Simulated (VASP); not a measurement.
## C: single point with PBEsol+D3(BJ)

The system is C.

```
C
1.0
     2.37625    0.00000    0.00000
    -1.18813    2.05789    0.00000
     0.00000    0.00000    6.75901
C
4
Direct
  0.00000 0.00000 0.00250
  0.00000 0.00000 0.50250
  0.33333 0.66667 0.00250
  0.66667 0.33333 0.50250
```

This cell differs from its parent crystal: volume 8.263 Å^3 an atom, c/a of the conventional cell 2.8444.

| Item | Value |
| --- | --- |
| Program | VASP 6.6.1 |
| Task | single point |
| Functional | PBEsol |
| Dispersion | D3(BJ) |
| Potentials or basis | VASP PAW PBE potentials, release 64 (C) |
| Cutoff | 520 eV |
| k mesh | 21 × 21 × 8 |
| Occupations | gaussian, width 0.15 eV |
| Spin | no spin polarisation |
| Dipole correction | no |
| Further INCAR settings | ALGO = Normal; EDIFF = 1e-06; NBANDS = 16 |

- Pressure: 34.9 GPa
- Band gap on the k mesh: zero (band 8 reaches 5.21 eV, above the bottom of band 9 at 5.19 eV)
- Dispersion energy per atom: -0.106 eV

Stress tensor (GPa, compression positive):
```
52.81  0.00  0.00
 0.00 52.81  0.00
 0.00  0.00 -1.06
```

Levels at points of the mesh, in eV from the Fermi level:
```tsv
k point	band 4	band 5	band 6	band 7	band 8	band 9	band 10	band 11	band 12	band 13
(0.00, 0.00, 0.00)	-7.41	-2.91	-2.91	-2.90	-2.90	3.56	9.06	9.06	9.10	9.10
(0.00, 0.00, 0.50)	-8.44	-2.90	-2.90	-2.90	-2.90	6.15	6.15	9.08	9.08	9.08
```

It took 62 s on 1 thread of AMD EPYC 9R45 96-Core Processor (Zen 5) (shared host), peak memory 0.19 GiB.

Caveat: the PAW data sets were made with another functional, which shifts forces and pressure a little.
